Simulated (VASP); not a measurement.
## Mn: single point with r2SCAN

Mn:

```
Mn
1.0
     4.37884    0.00000    0.00000
     0.00000    4.37884    0.00000
     0.00000    0.00000    4.37884
Mn
8
Direct
  0.00000 0.00000 0.00000
  0.50000 0.50000 0.50000
  0.25000 0.00000 0.50000
  0.75000 0.00000 0.50000
  0.50000 0.25000 0.00000
  0.50000 0.75000 0.00000
  0.00000 0.50000 0.25000
  0.00000 0.50000 0.75000
```

```
Program                : VASP 6.6.1
Task                   : single point
Functional             : r2SCAN
Potentials or basis    : VASP PAW PBE potentials, release 64 (Mn_pv)
Cutoff                 : 520 eV
k mesh                 : 6 × 6 × 6
Occupations            : fermi-dirac, width 0.1 eV
Spin                   : no spin polarisation
Dipole correction      : no
Further INCAR settings : ALGO = Normal; EDIFF = 1e-07; NBANDS = 62
```

The pressure is 0.5 GPa. The band gap on the k mesh is zero (band 52 reaches 11.14 eV, above the bottom of band 53 at 10.83 eV).

Levels at points of the mesh, in eV from the Fermi level:
| k point | band 49 | band 50 | band 51 | band 52 | band 53 | band 54 | band 55 | band 56 |
| --- | --- | --- | --- | --- | --- | --- | --- | --- |
| (0.00, 0.00, 0.00) | -1.12 | 0.04 | 0.04 | 0.04 | 0.06 | 0.06 | 0.06 | 0.31 |
| (0.50, 0.00, 0.00) | -0.52 | -0.52 | -0.44 | -0.44 | -0.15 | -0.15 | 0.39 | 0.39 |
| (0.50, 0.50, 0.00) | -0.81 | -0.81 | -0.65 | -0.18 | 0.21 | 0.45 | 0.45 | 0.61 |
| (0.50, 0.50, 0.50) | -0.10 | -0.10 | -0.10 | -0.10 | -0.10 | -0.10 | 0.99 | 0.99 |

Run time: 8.1 min on 1 thread of Intel(R) Xeon(R) Platinum 8259CL CPU @ 2.50GHz (Skylake/Cascade Lake), with other jobs on the host, peak memory 0.24 GiB.

Caveat: the PAW data sets were made with another functional, which shifts forces and pressure a little; the run has no spin polarisation, though such a crystal can be magnetic. Spin polarisation is off, so any magnetic state and its effect on volume and gap are missing.
